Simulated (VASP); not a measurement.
**SiSbTe2: relaxation of cell and atoms with PBE**

The system is SiSbTe2.

```
Si Sb Te
1.0
     3.99633    0.00000    0.00000
     0.00000    3.99633    0.00000
     0.00000    0.00000    8.41333
Si Sb Te
1 1 2
Direct
  0.00000 0.00000 0.00000
  0.50000 0.50000 0.50000
  0.50000 0.00000 0.78193
  0.00000 0.50000 0.21807
```

```yaml
Program: VASP 6.6.1
Task: relaxation of cell and atoms
Functional: PBE
Potentials_or_basis: VASP PAW PBE potentials, release 64 (Si, Sb, Te)
Cutoff: 600 eV
k_mesh: 12 × 12 × 6
Occupations: gaussian, width 0.1 eV
Spin: no spin polarisation
Dipole_correction: no
Further_INCAR_settings: ALGO = Normal; EDIFF = 1e-06; IBRION = 2; EDIFFG = -0.01; NSW = 100; ISIF = 3
```

```
Relaxed volume                         : 32.60 Å³/atom
Relaxed cell                           : a = 3.904 Å, b = 3.904 Å, c = 8.555 Å, α = 90.00°, β = 90.00°, γ = 90.00°
Space group after relaxing (to 0.05 Å) : P-4m2 (No. 115)
Energy gained by relaxing              : 5.5 meV/atom
Ionic steps                            : 7
Pressure after relaxing                : 0.0 GPa
```

Step by step:
```csv
step,energy change (eV),largest force (eV/Å),pressure (GPa),volume (Å³)
1,0.0000,0.0090,-0.30,134.37
2,-0.0124,0.0254,-0.29,133.14
3,-0.0207,0.0559,-0.24,131.12
4,-0.0211,0.0324,0.23,129.72
5,-0.0214,0.0424,0.04,130.30
6,-0.0216,0.0284,0.03,130.33
7,-0.0218,0.0007,0.01,130.40
```

Final structure:
```cif
data_structure
_symmetry_space_group_name_H-M 'P 1'
_symmetry_Int_Tables_number 1
_cell_length_a 3.9042
_cell_length_b 3.9042
_cell_length_c 8.5550
_cell_angle_alpha 90.000
_cell_angle_beta 90.000
_cell_angle_gamma 90.000
_cell_volume 130.40
loop_
_atom_site_label
_atom_site_type_symbol
_atom_site_fract_x
_atom_site_fract_y
_atom_site_fract_z
_atom_site_occupancy
Si1 Si 0.00000 0.00000 0.00000 1
Sb1 Sb 0.50000 0.50000 0.50000 1
Te1 Te 0.50000 0.00000 0.78335 1
Te2 Te 0.00000 0.50000 0.21665 1
```

Levels at points of the mesh, in eV from the Fermi level:
| k point | band 7 | band 8 | band 9 | band 10 | band 11 | band 12 | band 13 | band 14 |
| --- | --- | --- | --- | --- | --- | --- | --- | --- |
| (0.00, 0.00, 0.00) | -2.63 | -1.17 | -1.17 | 0.72 | 0.72 | 0.74 | 0.92 | 1.91 |
| (0.50, 0.00, 0.00) | -1.99 | -1.96 | -1.19 | -0.97 | -0.29 | -0.17 | 1.94 | 2.46 |
| (0.50, 0.50, 0.00) | -4.35 | -4.19 | -2.81 | -1.37 | -1.37 | -0.94 | 1.83 | 2.38 |
| (0.00, 0.00, 0.50) | -1.86 | -1.57 | -1.57 | -1.18 | 1.16 | 1.62 | 1.66 | 1.66 |
| (0.50, 0.00, 0.50) | -3.95 | -2.89 | -1.96 | -0.96 | 1.57 | 1.89 | 1.90 | 2.52 |
| (0.50, 0.50, 0.50) | -4.41 | -4.41 | -2.10 | -0.89 | -0.89 | -0.61 | 0.58 | 1.16 |

It took 7.5 min on 1 thread of Intel(R) Xeon(R) 6975P-C (Granite Rapids), on a shared host, peak memory 0.51 GiB.

Caveat: spin-orbit coupling is left out, which moves the levels of the heavy elements.
